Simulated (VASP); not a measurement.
# Pt (I4/mmm) in VASP: single point with PBEsol

Aim: the single point of Pt with PBEsol.

Everything below comes from runs of VASP 6.6.1. Logs are shortened: lines on timing, memory, paths and dates and some standing lists are left out, and cuts for length are marked.

### 1 The cell of the first run

The structure is tetragonal, space group I4/mmm (No. 139). Conventional cell: a = 2.852 Å, b = 2.852 Å, c = 3.798 Å, α = 90.00°, β = 90.00°, γ = 90.00°. Pt (site symmetry 4/mmm) has 12 Pt at 2.77 to 2.85 Å within 3.7 Å.

### 2 Single point, PBEsol (strain +0.030 along x and y, -0.030 along z)

Input file INCAR:

```
SYSTEM = Pt
PREC = Accurate
ENCUT = 520
EDIFF = 1E-7
ISMEAR = 0
SIGMA = 0.15
LREAL = .False.
LASPH = .True.
NELM = 60
ALGO = Fast
ISIF = 2
LWAVE = .False.
LCHARG = .False.
GGA = PS
NBANDS = 11
```

Input file KPOINTS:

```
Automatic mesh
0
Gamma
  20 20 20
  0 0 0
```

Input file POSCAR:

```
Pt
1.0
    0.0000000000      2.0166370000      1.8991630000
    2.0166370000      0.0000000000      1.8991630000
    2.0166370000      2.0166370000      0.0000000000
Pt
1
Direct
    0.0000000000      0.0000000000      0.0000000000
```

Potentials or basis: VASP PAW PBE potentials, release 64 (Pt).

Launch:

```sh
$ cat potpaw_PBE.64/Pt/POTCAR > POTCAR
$ mpirun -np 1 vasp_std > vasp.out
```

OUTCAR:

```text
SYSTEM = Pt
   PREC = Accurate
   ENCUT = 520
   EDIFF = 1E-7
   ISMEAR = 0
   LREAL = .False.
   LASPH = .True.
   NELM = 60
   ISIF = 2
   GGA = PS

 ion  position               nearest neighbor table
   1  0.000  0.000  0.000-

  LATTYP: Found a body centered tetragonal cell.
 ALAT       =     2.8519553958
 C/A-ratio  =     1.3318321898

  Lattice vectors:

 A1 = (   0.0000000000,  -2.0166370000,  -1.8991630000)
 A2 = (   0.0000000000,   2.0166370000,  -1.8991630000)
 A3 = (   2.0166370000,   0.0000000000,   1.8991630000)

Analysis of symmetry for initial positions (statically):
=====================================================================
 Subroutine PRICEL returns:
 Original cell was already a primitive cell.

 Routine SETGRP: Setting up the symmetry group for a
 body centered tetragonal supercell.

 Subroutine GETGRP returns: Found 16 space group operations
 (whereof 16 operations were pure point group operations)
 out of a pool of 16 trial point group operations.

The static configuration has the point symmetry D_4h.

Analysis of symmetry for dynamics (positions and initial velocities):
=====================================================================
 Subroutine PRICEL returns:
 Original cell was already a primitive cell.

 Routine SETGRP: Setting up the symmetry group for a
 body centered tetragonal supercell.

 Subroutine GETGRP returns: Found 16 space group operations
 (whereof 16 operations were pure point group operations)
 out of a pool of 16 trial point group operations.

The dynamic configuration has the point symmetry D_4h.

 Subroutine INISYM returns: Found 16 space group operations
 (whereof 16 operations are pure point group operations),
 and found     1 'primitive' translations

----------------------------------------------------------------------------------------

                                     Primitive cell

  volume of cell :      15.4471

  direct lattice vectors                    reciprocal lattice vectors
     0.000000000  2.016637000  1.899163000    -0.247937532  0.247937532  0.263273874
     2.016637000  0.000000000  1.899163000     0.247937532 -0.247937532  0.263273874
     2.016637000  2.016637000  0.000000000     0.247937532  0.247937532 -0.263273874

  length of vectors
     2.770134453  2.770134453  2.851955396     0.438473684  0.438473684  0.438473684

  position of ions in fractional coordinates (direct lattice)
     0.000000000  0.000000000  0.000000000

  ion indices of the primitive-cell ions
   primitive index   ion index
[... 76 lines left out ...]
   NSW    =      0    number of steps for IOM
   IBRION =     -1    ionic relax: 0-MD 1-quasi-New 2-CG
   NFREE  =      0    steps in history (QN), initial steepest desc. (CG)
   ISIF   =      2    stress and relaxation
   ISYM   =      2    0-nonsym 1-usesym 2-fastsym
   POTIM  = 0.5000    time-step for ionic-motion
   TEBEG  =    0.0;   TEEND  =   0.0 temperature during run
   PSTRESS=    0.0 pullay stress
   NELECT =      10.0000    total number of electrons
   NUPDOWN=      -1.0000    fix difference up-down
   EMIN   =  10.00;   EMAX   =-10.00  energy-range for DOS
   EFERMI =   0.00;   METHOD = LEGACY
   ISMEAR =     0;   SIGMA  =   0.15  broadening in eV -4-tet -1-fermi 0-gaus
   EFERMI_NEDOS =   21; number of points for ismear=-14 and -15
   IALGO  =     68    algorithm
   IMIX   =      4    mixing-type and parameters
     AMIX     =   0.40;   BMIX     =  1.00
     AMIX_MAG =   1.60;   BMIX_MAG =  1.00
  volume/ion in A,a.u.               =      15.45       104.24
  Fermi-wavevector in a.u.,A,eV,Ry     =   1.416203  2.676236 27.288277  2.005632
  Thomas-Fermi vector in A             =   2.537562
   LORBIT       =      0    0 simple, 1 ext, 2 COOP (PROOUT), +10 PAW based schemes
   GGA     = PS    functional components
   LHFCALC =     F    Hartree Fock is set to
   AEXX    =    0.0000 exact exchange contribution
   IVDW    =     0    specifies the selected vdW correction
   LEPSILON=     F    determine dielectric tensor
   LRPA    =     F    only Hartree local field effects (RPA)
 non-spin polarized calculation
 RMM-DIIS sequential band-by-band and
 Gauss-broadening in eV      SIGMA  =   0.15
  energy-cutoff  :      520.00
  volume of cell :       15.45
 maximum number of plane-waves:       435
 NGX is ok and might be reduce to    24
   NGX = 11   NGY = 11   NGZ = 11

 number of electron      10.0000000 magnetization

 Free energy of the ion-electron system (eV)
  ---------------------------------------------------
  ext. energy  EPLUGINS =         0.00000000
  ---------------------------------------------------
  free energy    TOTEN  =        -6.95577188 eV

  energy without entropy =       -6.93569289  energy(sigma->0) =       -6.94573238

 E-fermi :  10.6297     XC(G=0): -13.4853

 val. band max:       10.6275770152   @ k =  -0.1000   0.4000   0.3000
 cond. band min:      10.6385004948   @ k =   0.5000   0.5000   0.0000
 fundamental gap:      0.0109234796
 Fermi energy:        10.6296772929

 k-point     1 :       0.0000    0.0000    0.0000
  band No.  band energies     occupation
      1       0.6138      2.00000
      2       6.7831      2.00000
      3       6.7831      2.00000
      4       7.4416      2.00000
      5       8.6740      2.00000
      6       9.4322      2.00000
      7      25.3886      0.00000
      8      29.6510      0.00000
      9      29.6510      0.00000
     10      31.2047      0.00000
     11      35.4519      0.00000
[... 309 lines left out ...]
 k-point    24 :      -0.3500    0.0500    0.0000
  band No.  band energies     occupation
      1       3.5218      2.00000
      2       6.8287      2.00000
      3       7.3658      2.00000
      4       7.8619      2.00000
      5       9.9431      2.00000
      6      10.4015      1.96853
      7      19.6585      0.00000
      8      25.7258      0.00000
      9      30.4529      0.00000
     10      31.0337      0.00000
     11      35.9958      0.00000

 [... further k-points ...]
[... 5 lines left out ...]
  --------------------------------------------------------------------------------------
  -------------------------------------------------------------------------------------
  Total       -0.8220530     -0.8220530     -0.4300282      0.0000000     -0.0000000     -0.0000000
  in kB      -85.2634158    -85.2634158    -44.6025595      0.0000000     -0.0000000     -0.0000000
  external PRESSURE =     -71.7097970 kB  Pullay stress =       0.0000000 kB

 VOLUME and BASIS-vectors are now :
 -----------------------------------------------------------------------------
  energy-cutoff  :      520.00
  volume of cell :       15.45
      direct lattice vectors                 reciprocal lattice vectors
     0.000000000  2.016637000  1.899163000    -0.247937532  0.247937532  0.263273874
     2.016637000  0.000000000  1.899163000     0.247937532 -0.247937532  0.263273874
     2.016637000  2.016637000  0.000000000     0.247937532  0.247937532 -0.263273874

 POSITION                                       TOTAL-FORCE (eV/Angst)
 -----------------------------------------------------------------------------------
      0.00000      0.00000      0.00000         0.000000      0.000000      0.000000
 -----------------------------------------------------------------------------------
    total drift:                                0.000000     -0.000000     -0.000000

  FREE ENERGIE OF THE ION-ELECTRON SYSTEM (eV)
  ---------------------------------------------------
  free  energy   TOTEN  =        -6.9557718787 eV

  energy  without entropy=       -6.9356928891  energy(sigma->0) =       -6.94573238
```

Wall time 83 s (1 thread of Intel Xeon Platinum 8259CL at 2.50GHz (Skylake/Cascade Lake), shared host); peak memory 0.23 GiB.

Results:

```
Free energy            : -6.9558 eV
Pressure               : -7.2 GPa
Band gap on the k mesh : zero (band 5 reaches 11.34 eV, above the bottom of band 6 at 8.93 eV)
```

Caveat: the cell differs from its parent crystal (strain +0.030 along x and y, -0.030 along z); the PAW data sets were made with another functional, which shifts forces and pressure a little; spin-orbit coupling is left out, which moves the levels of the heavy elements.
